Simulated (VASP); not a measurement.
# KI: single point with PBE

KI:

```
CELL_PARAMETERS angstrom
0.00000 3.72853 3.72853
3.72853 0.00000 3.72853
3.72853 3.72853 0.00000
ATOMIC_POSITIONS crystal
K 0.00000 0.00000 0.00000
I 0.50000 0.50000 0.50000
```

This cell differs from its parent crystal: strain +5.2%.

```yaml
Program: VASP 6.6.1
Task: single point
Functional: PBE
Potentials_or_basis: VASP PAW PBE potentials, release 64 (K_sv, I)
Cutoff: 520 eV
k_mesh: 4 × 4 × 4
Occupations: gaussian, width 0.01 eV
Spin: no spin polarisation
Dipole_correction: no
Further_INCAR_settings: ALGO = Normal; EDIFF = 1e-06; NBANDS = 15
```

```yaml
Pressure: -0.9 GPa
Band_gap_on_the_k_mesh: 3.62 eV, direct
```

Levels at points of the mesh, in eV from the valence-band top:
```csv
k point,band 4,band 5,band 6,band 7,band 8,band 9,band 10,band 11,band 12,band 13
"(0.00, 0.00, 0.00)",-12.30,-10.30,0.00,0.00,0.00,3.62,6.51,6.51,6.51,7.13
"(0.50, 0.00, 0.00)",-12.30,-10.17,-0.99,-0.22,-0.22,5.33,7.14,7.80,7.80,8.38
"(0.50, 0.50, 0.00)",-12.31,-10.21,-0.77,-0.28,-0.28,5.14,5.39,7.89,8.02,8.19
```

Run time: 13 s on 1 thread of AMD EPYC 7R13 Processor (Zen 3), with other jobs on the host, peak memory 0.2 GiB.

Caveat: the cell differs from its parent crystal (strain +5.2%); spin-orbit coupling is left out, which moves the levels of the heavy elements.
